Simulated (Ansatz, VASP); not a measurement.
# Re in VASP and in Ansatz

```
CELL_PARAMETERS angstrom
2.82071 0.00000 0.00000
-1.41036 2.44281 0.00000
0.00000 0.00000 9.09330
ATOMIC_POSITIONS crystal
Re 0.00000 0.00000 0.00000
Re 0.00000 0.00000 0.50000
Re 0.33333 0.66667 0.25000
Re 0.66667 0.33333 0.75000
```

Alike in both runs: task single point; functional revPBE; k mesh 15 × 15 × 4; occupations fermi-dirac, width 0.1 eV; no spin polarisation.

|  | VASP | Ansatz |
| --- | --- | --- |
| version | VASP 6.6.1 | Ansatz 0.2.0 |
| potentials or method | VASP PAW PBE potentials, release 64 (Re), cutoff 520 eV | plane waves (420 eV) with PAW, scalar-relativistic |
| valence electrons in the cell | 28 | 60 |

```csv
,VASP,Ansatz,Ansatz less VASP
pressure (GPa),-13.5,-12.7,+0.77
"traceless stress, the component that is largest in VASP (GPa)",-0.01,0.06,+0.078
```

VASP's potentials were made for PBE, not for revPBE. VASP's potentials hold 28 valence electrons a cell and Ansatz's 60, so a difference there can come from the potentials and not from the codes.

Neither program's run includes spin-orbit coupling.
